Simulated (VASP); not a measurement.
# I (Cmce) in VASP: notebook

I is run at these levels: PBEsol, PBE; tasks: single point.

Program: VASP 6.6.1. These are calculated values, not measurements. Logs are shortened: lines on timing, memory, paths and dates and some standing lists are left out, and cuts for length are marked.

## (1) The cell of the first run

The structure is orthorhombic, space group Cmce (No. 64). The conventional cell has a = 7.270 Å, b = 4.790 Å, c = 9.793 Å, α = 90.00°, β = 90.00°, γ = 90.00°. Within 3.5 Å of I (site symmetry m) lie 1 I at 2.68 Å.

## (2) Single point, PBEsol

INCAR reads:

```
PREC = Accurate ; ENCUT = 520
EDIFF = 1E-6 ; ISMEAR = -1
SIGMA = 0.03 ; LREAL = F
LASPH = T ; NELM = 60
ALGO = Normal ; ISIF = 2
LWAVE = F ; LCHARG = F
GGA = PS ; NBANDS = 22
```

KPOINTS reads:

```
Automatic mesh
0
Gamma
  4 4 2
```

POSCAR reads:

```
I
1.0
    3.6350350000     -2.3950200000      0.0000000000
    3.6350350000      2.3950200000      0.0000000000
    0.0000000000      0.0000000000      9.7934400000
I
4
Direct
    0.6493000000      0.3507000000      0.3844000000
    0.1493000000      0.8507000000      0.1156000000
    0.3507000000      0.6493000000      0.6156000000
    0.8507000000      0.1493000000      0.8844000000
```

Potentials or basis: VASP PAW PBE potentials, release 64 (I).

Run with:

```bash
cat potpaw_PBE.64/I/POTCAR > POTCAR
mpirun -np 1 vasp_std > vasp.out
```

OUTCAR:

```text
PREC = Accurate
   ENCUT = 520
   EDIFF = 1E-6
   ISMEAR = -1
   LREAL = F
   LASPH = T
   NELM = 60
   ISIF = 2
   GGA = PS

 ion  position               nearest neighbor table
   1  0.649  0.351  0.384-   3 2.68   2 3.56   2 3.56
   2  0.149  0.851  0.116-   4 2.68   1 3.56   1 3.56
   3  0.351  0.649  0.616-   1 2.68   4 3.56   4 3.56
   4  0.851  0.149  0.884-   2 2.68   3 3.56   3 3.56

  LATTYP: Found a base centered orthorhombic cell.
 ALAT       =     4.7900400000
 B/A-ratio  =     1.5177472422
 C/A-ratio  =     2.0445424255

  Lattice vectors:

 A1 = (  -3.6350350000,  -2.3950200000,   0.0000000000)
 A2 = (   3.6350350000,  -2.3950200000,   0.0000000000)
 A3 = (   0.0000000000,   0.0000000000,   9.7934400000)

Analysis of symmetry for initial positions (statically):
=====================================================================
 Subroutine PRICEL returns:
 Original cell was already a primitive cell.

 Routine SETGRP: Setting up the symmetry group for a
 base centered orthorhombic supercell.

 Subroutine GETGRP returns: Found  8 space group operations
 (whereof  4 operations were pure point group operations)
 out of a pool of  8 trial point group operations.

The static configuration has the point symmetry C_2h.
 The point group associated with its full space group is D_2h.

Analysis of symmetry for dynamics (positions and initial velocities):
=====================================================================
 Subroutine PRICEL returns:
 Original cell was already a primitive cell.

 Routine SETGRP: Setting up the symmetry group for a
 base centered orthorhombic supercell.

 Subroutine GETGRP returns: Found  8 space group operations
 (whereof  4 operations were pure point group operations)
 out of a pool of  8 trial point group operations.

The dynamic configuration has the point symmetry C_2h.
 The point group associated with its full space group is D_2h.

 Subroutine INISYM returns: Found  8 space group operations
 (whereof  4 operations are pure point group operations),
 and found     1 'primitive' translations

----------------------------------------------------------------------------------------

                                     Primitive cell

  volume of cell :     170.5230

  direct lattice vectors                    reciprocal lattice vectors
     3.635035000 -2.395020000  0.000000000     0.137550257 -0.208766524  0.000000000
     3.635035000  2.395020000  0.000000000     0.137550257  0.208766524  0.000000000
     0.000000000  0.000000000  9.793440000     0.000000000  0.000000000  0.102109167

  length of vectors
     4.353113857  4.353113857  9.793440000     0.250007070  0.250007070  0.102109167

  position of ions in fractional coordinates (direct lattice)
     0.649300000  0.350700000  0.384400000
     0.149300000  0.850700000  0.115600000
     0.350700000  0.649300000  0.615600000
     0.850700000  0.149300000  0.884400000

  ion indices of the primitive-cell ions
   primitive index   ion index
                 1           1
                 2           2
                 3           3
                 4           4

----------------------------------------------------------------------------------------

 KPOINTS: Automatic mesh

Automatic generation of k-mesh.
 Grid dimensions read from file:
 generate k-points for:    4    4    2

 Generating k-lattice:

  Cartesian coordinates                     Fractional coordinates (reciprocal lattice)
     0.034387564 -0.052191631  0.000000000     0.250000000  0.000000000  0.000000000
     0.034387564  0.052191631  0.000000000     0.000000000  0.250000000  0.000000000
     0.000000000  0.000000000  0.051054583     0.000000000  0.000000000  0.500000000

  Length of vectors
     0.062501767  0.062501767  0.051054583

  Shift w.r.t. Gamma in fractional coordinates (k-lattice)
     0.000000000  0.000000000  0.000000000

 Subroutine IBZKPT returns following result:
 ===========================================

 Found     14 irreducible k-points:

 Following reciprocal coordinates:
            Coordinates               Weight
  0.000000  0.000000  0.000000      1.000000
  0.250000  0.000000  0.000000      4.000000
  0.500000  0.000000  0.000000      2.000000
  0.250000  0.250000  0.000000      2.000000
  0.500000  0.250000  0.000000      4.000000
 -0.250000  0.250000  0.000000      2.000000
  0.500000  0.500000  0.000000      1.000000
  0.000000  0.000000  0.500000      1.000000
  0.250000  0.000000  0.500000      4.000000
  0.500000  0.000000  0.500000      2.000000
  0.250000  0.250000  0.500000      2.000000
  0.500000  0.250000  0.500000      4.000000
 -0.250000  0.250000  0.500000      2.000000
  0.500000  0.500000  0.500000      1.000000
   k-points           NKPTS =     14   k-points in BZ     NKDIM =     14   number of bands    NBANDS=     22
   number of dos      NEDOS =    301   number of ions     NIONS =      4
   total plane-waves  NPLWV =  81920
   dimension x,y,z NGX =    32 NGY =   32 NGZ =   80
   dimension x,y,z NGXF=    64 NGYF=   64 NGZF=  160
   ions per type =               4
   NGX,Y,Z   is equivalent  to a cutoff of  12.22, 12.22, 13.58 a.u.
   NGXF,Y,Z  is equivalent  to a cutoff of  24.44, 24.44, 27.16 a.u.
 SYSTEM =  unknown system
   PREC   = accura    normal or accurate (medium, high low for compatibility)
   ISTART =      0    job   : 0-new  1-cont  2-samecut
   ICHARG =      2    charge: 1-file 2-atom 10-const
   ISPIN  =      1    spin polarized calculation?
   LNONCOLLINEAR =      F non collinear calculations
   LSORBIT =      F    spin-orbit coupling
   LASPH  =      T    aspherical Exc in radial PAW
   ENCUT  =  520.0 eV  38.22 Ry    6.18 a.u.   8.09  8.09 18.21*2*pi/ulx,y,z
   NELM   =     60;   NELMIN=  2; NELMDL= -5     # of ELM steps
   EDIFF  = 0.1E-05   stopping-criterion for ELM
   LREAL  =      F    real-space projection
   EDIFFG = 0.1E-04   stopping-criterion for IOM
   NSW    =      0    number of steps for IOM
   IBRION =     -1    ionic relax: 0-MD 1-quasi-New 2-CG
   NFREE  =      0    steps in history (QN), initial steepest desc. (CG)
   ISIF   =      2    stress and relaxation
   ISYM   =      2    0-nonsym 1-usesym 2-fastsym
   POTIM  = 0.5000    time-step for ionic-motion
   TEBEG  =    0.0;   TEEND  =   0.0 temperature during run
   PSTRESS=    0.0 pullay stress
   NELECT =      28.0000    total number of electrons
   NUPDOWN=      -1.0000    fix difference up-down
   EMIN   =  10.00;   EMAX   =-10.00  energy-range for DOS
   EFERMI =   0.00;   METHOD = LEGACY
   ISMEAR =    -1;   SIGMA  =   0.03  broadening in eV -4-tet -1-fermi 0-gaus
   EFERMI_NEDOS =   21; number of points for ismear=-14 and -15
   IALGO  =     38    algorithm
   IMIX   =      4    mixing-type and parameters
     AMIX     =   0.40;   BMIX     =  1.00
     AMIX_MAG =   1.60;   BMIX_MAG =  1.00
  volume/ion in A,a.u.               =      42.63       287.69
  Fermi-wavevector in a.u.,A,eV,Ry     =   0.896465  1.694073 10.934307  0.803649
  Thomas-Fermi vector in A             =   2.018926
   LORBIT       =      0    0 simple, 1 ext, 2 COOP (PROOUT), +10 PAW based schemes
   GGA     = PS    functional components
   LHFCALC =     F    Hartree Fock is set to
   AEXX    =    0.0000 exact exchange contribution
   IVDW    =     0    specifies the selected vdW correction
   LEPSILON=     F    determine dielectric tensor
   LRPA    =     F    only Hartree local field effects (RPA)
 non-spin polarized calculation
  energy-cutoff  :      520.00
  volume of cell :      170.52
 maximum number of plane-waves:      4632
   NGX = 17   NGY = 17   NGZ = 37

 number of electron      28.0000001 magnetization

 Free energy of the ion-electron system (eV)
  ---------------------------------------------------
  ext. energy  EPLUGINS =         0.00000000
  ---------------------------------------------------
  free energy    TOTEN  =        -6.82359383 eV

  energy without entropy =       -6.82359383  energy(sigma->0) =       -6.82359383

 E-fermi :   3.0842     XC(G=0):  -8.2029

 val. band max:        2.4299915296   @ k =   0.5000   0.0000   0.5000
 cond. band min:       3.6861305276   @ k =   0.5000   0.5000   0.0000
 fundamental gap:      1.2561389980
 Fermi energy:         3.0842089355

 k-point     1 :       0.0000    0.0000    0.0000
  band No.  band energies     occupation
      1     -11.2094      2.00000
      2     -10.7496      2.00000
      3      -9.1380      2.00000
      4      -8.1830      2.00000
      5      -2.1600      2.00000
      6      -0.7911      2.00000
[... 14 lines left out ...]
     21       9.6425      0.00000
     22       9.8018      0.00000

 k-point     2 :       0.2500    0.0000    0.0000
  band No.  band energies     occupation
      1     -11.0311      2.00000
      2     -10.6877      2.00000
      3      -8.9966      2.00000
      4      -8.3331      2.00000
      5      -2.1539      2.00000
      6      -1.2927      2.00000
[... 14 lines left out ...]
     21       9.5628      0.00000
     22      10.1681      0.00000

 k-point     3 :       0.5000    0.0000    0.0000
  band No.  band energies     occupation
      1     -10.7284      2.00000
      2     -10.7284      2.00000
      3      -8.6776      2.00000
      4      -8.6776      2.00000
      5      -2.0828      2.00000
      6      -2.0828      2.00000
[... 14 lines left out ...]
     21      10.6212      0.00000
     22      10.6212      0.00000
[... 226 lines left out ...]
 k-point    13 :      -0.2500    0.2500    0.5000
  band No.  band energies     occupation
      1     -10.7304      2.00000
      2     -10.7304      2.00000
      3      -8.6761      2.00000
      4      -8.6761      2.00000
      5      -1.7893      2.00000
      6      -1.7893      2.00000
[... 14 lines left out ...]
     21      10.2985      0.00000
     22      10.2985      0.00000

 k-point    14 :       0.5000    0.5000    0.5000
  band No.  band energies     occupation
      1     -10.7340      2.00000
      2     -10.7340      2.00000
      3      -8.4875      2.00000
      4      -8.4875      2.00000
      5      -1.5479      2.00000
      6      -1.5479      2.00000
[... 14 lines left out ...]
     21       9.4815      0.00000
     22       9.4815      0.00000

------------------------ aborting loop because EDIFF is reached ----------------------------------------

  FORCE on cell =-STRESS in cart. coord.  units (eV):
  Direction    XX          YY          ZZ          XY          YZ          ZX
  --------------------------------------------------------------------------------------
  -------------------------------------------------------------------------------------
  Total        0.0082359     -0.4300691      0.7576099      0.0000000     -0.0000000      0.0000000
  in kB        0.0773819     -4.0407860      7.1182496      0.0000000     -0.0000000      0.0000000
  external PRESSURE =       1.0516152 kB  Pullay stress =       0.0000000 kB

 VOLUME and BASIS-vectors are now :
 -----------------------------------------------------------------------------
  energy-cutoff  :      520.00
  volume of cell :      170.52
      direct lattice vectors                 reciprocal lattice vectors
     3.635035000 -2.395020000  0.000000000     0.137550257 -0.208766524  0.000000000
     3.635035000  2.395020000  0.000000000     0.137550257  0.208766524  0.000000000
     0.000000000  0.000000000  9.793440000     0.000000000  0.000000000  0.102109167

 POSITION                                       TOTAL-FORCE (eV/Angst)
 -----------------------------------------------------------------------------------
      3.63503     -0.71515      3.76460         0.000000     -0.322881     -0.679609
      3.63503      1.67987      1.13212         0.000000     -0.322881      0.679609
      3.63503      0.71515      6.02884         0.000000      0.322881      0.679609
      3.63503     -1.67987      8.66132         0.000000      0.322881     -0.679609
 -----------------------------------------------------------------------------------
    total drift:                               -0.000000     -0.000000      0.000000

  FREE ENERGIE OF THE ION-ELECTRON SYSTEM (eV)
  ---------------------------------------------------
  free  energy   TOTEN  =        -6.8235938305 eV

  energy  without entropy=       -6.8235938303  energy(sigma->0) =       -6.82359383
```

Wall time 36 s (1 thread of AMD EPYC 7R13 (Zen 3), shared host); peak memory 0.23 GiB.

What came out:

| Item | Value |
| --- | --- |
| Free energy | -6.8236 eV |
| Pressure | 0.1 GPa |
| Largest force | 0.752 eV/Å |
| Band gap on the k mesh | 1.26 eV, indirect (least direct gap 1.37 eV) |

Forces on the atoms (eV/Å):
```
I    0.000 -0.323 -0.680
I    0.000 -0.323  0.680
I    0.000  0.323  0.680
I    0.000  0.323 -0.680
```

Levels at points of the mesh, in eV from the valence-band top:
```tsv
k point	band 10	band 11	band 12	band 13	band 14	band 15	band 16	band 17	band 18	band 19
(0.00, 0.00, 0.00)	-1.16	-1.15	-0.57	-0.08	-0.02	1.34	2.19	5.10	5.12	5.29
(0.50, 0.00, 0.00)	-1.72	-1.26	-1.26	-0.43	-0.43	2.23	2.23	5.29	5.29	7.28
(0.50, 0.50, 0.00)	-1.99	-1.86	-1.38	-0.73	-0.29	1.26	1.81	5.00	5.73	5.90
(0.00, 0.00, 0.50)	-1.22	-1.05	-1.05	-0.05	-0.05	1.59	1.59	5.55	5.55	6.07
(0.50, 0.00, 0.50)	-1.78	-0.75	-0.75	0.00	0.00	1.63	1.63	5.66	5.66	6.42
(0.50, 0.50, 0.50)	-1.90	-1.25	-1.25	-0.99	-0.99	1.38	1.38	5.94	5.94	6.94
```

Caveat: the PAW data sets were made with another functional, which shifts forces and pressure a little; spin-orbit coupling is left out, which moves the levels of the heavy elements.

## (3) Single point, PBE

INCAR reads:

```
SYSTEM = I
  PREC = Accurate
  ENCUT = 520
  EDIFF = 1E-6
  ISMEAR = -1
  SIGMA = 0.05
  LREAL = .False.
  LASPH = .True.
  NELM = 80
  ALGO = Normal
  ISIF = 2
  LWAVE = .False.
  LCHARG = .True.
  GGA = PE
  LELF = .True.
  LVHAR = .True.
  NBANDS = 22
```

KPOINTS reads:

```
regular mesh
0
Gamma
  4 4 2
  0 0 0
```

POSCAR is that of step 2.

Potentials or basis: VASP PAW PBE potentials, release 64 (I).

Run with:

```bash
cat potpaw_PBE.64/I/POTCAR > POTCAR
mpirun -np 1 vasp_std > vasp.out
```

Run time: 77 s. Hardware: 1 thread of Intel Xeon Platinum 8375C at 2.90GHz (Ice Lake), shared host; peak memory 0.26 GiB.

It converged, with:

| Item | Value |
| --- | --- |
| Free energy | -5.8833 eV |
| Pressure | 1.8 GPa |
| Largest force | 0.832 eV/Å |
| Band gap on the k mesh | 1.30 eV, indirect (least direct gap 1.41 eV) |

Forces in eV/Å, atoms in the order of the input:
```
I    0.000 -0.383 -0.739
I    0.000 -0.383  0.739
I    0.000  0.383  0.739
I    0.000  0.383 -0.739
```

Stress tensor (GPa, compression positive):
```
1.25 0.00 0.00
0.00 1.32 0.00
0.00 0.00 2.72
```

Levels at points of the mesh, in eV from the valence-band top:
```tsv
k point	band 12	band 13	band 14	band 15	band 16	band 17
(0.00, 0.00, 0.00)	-0.56	-0.09	-0.03	1.39	2.22	5.26
(0.50, 0.00, 0.00)	-1.23	-0.43	-0.43	2.26	2.26	5.43
(0.50, 0.50, 0.00)	-1.36	-0.72	-0.30	1.30	1.85	5.13
(0.00, 0.00, 0.50)	-1.03	-0.06	-0.06	1.65	1.65	5.69
(0.50, 0.00, 0.50)	-0.74	0.00	0.00	1.67	1.67	5.79
(0.50, 0.50, 0.50)	-1.23	-0.98	-0.98	1.43	1.43	6.07
```

Caveat: spin-orbit coupling is left out, which moves the levels of the heavy elements.

## (4) Single point, PBEsol (volume scaled by 0.94)

INCAR reads:

```
SYSTEM = I
PREC = Accurate
ENCUT = 520
EDIFF = 1E-6
ISMEAR = -1
SIGMA = 0.05
LREAL = .FALSE.
LASPH = .TRUE.
NELM = 100
ALGO = Normal
ISIF = 2
LWAVE = .FALSE.
LCHARG = .FALSE.
GGA = PS
NBANDS = 22
```

KPOINTS reads:

```
regular mesh
0
G
  7 7 3
  0 0 0
```

POSCAR reads:

```
I
1.0
    3.5608297907     -2.3461283221      0.0000000000
    3.5608297907      2.3461283221      0.0000000000
    0.0000000000      0.0000000000      9.5935177805
I
4
Direct
    0.6493000000      0.3507000000      0.3844000000
    0.1493000000      0.8507000000      0.1156000000
    0.3507000000      0.6493000000      0.6156000000
    0.8507000000      0.1493000000      0.8844000000
```

Run with:

```bash
cat potpaw_PBE.64/I/POTCAR > POTCAR
mpirun -np 1 vasp_std > vasp.out
```

Wall time 1.9 min (1 thread of Oxide Virtual Turin-like, shared host); peak memory 0.25 GiB.

The run converged. Its results:

```yaml
Free_energy: -6.7695 eV
Pressure: 1.9 GPa
Largest_force: 1.370 eV/Å
Band_gap_on_the_k_mesh: 1.41 eV, indirect (least direct gap 1.54 eV)
```

Forces in eV/Å, atoms in the order of the input:
```
I    0.000 -0.701 -1.177
I    0.000 -0.701  1.177
I    0.000  0.701  1.177
I    0.000  0.701 -1.177
```

Stress tensor (GPa, compression positive):
```
0.30 0.00 0.00
0.00 1.26 0.00
0.00 0.00 4.12
```

Levels at points of the mesh, in eV from the valence-band top:
```tsv
k point	band 10	band 11	band 12	band 13	band 14	band 15	band 16	band 17	band 18	band 19
(0.00, 0.00, 0.00)	-1.23	-1.22	-0.61	-0.05	0.00	1.54	2.42	4.96	5.16	5.22
```

Caveat: the PAW data sets were made with another functional, which shifts forces and pressure a little; spin-orbit coupling is left out, which moves the levels of the heavy elements. A k mesh can miss the band edges.

## (5) Overview

```csv
level,cell,k mesh,smearing,gap on the mesh (eV),pressure (GPa),largest force (eV/Å)
PBEsol,"a = 4.353, b = 4.353, c = 9.793 Å, angles 90.0, 90.0, 66.8°, 4 atoms",4 × 4 × 2,fermi-dirac 0.03 eV,1.26,0.1,0.75
PBE,"a = 4.353, b = 4.353, c = 9.793 Å, angles 90.0, 90.0, 66.8°, 4 atoms",4 × 4 × 2,fermi-dirac 0.05 eV,1.30,1.8,0.83
PBEsol,"a = 4.264, b = 4.264, c = 9.594 Å, angles 90.0, 90.0, 66.8°, 4 atoms",7 × 7 × 3,fermi-dirac 0.05 eV,1.41,1.9,1.37
```

Alike in all rows: task single point; potentials or basis VASP PAW PBE potentials, release 64 (I); no spin polarisation; cutoff (eV) 520.

Caveats: spin-orbit coupling is left out, which moves the levels of the heavy elements; the PAW data sets were made with another functional, which shifts forces and pressure a little (some runs).

Total energies depend on the potentials used, so only differences within one code and one set of settings carry meaning.
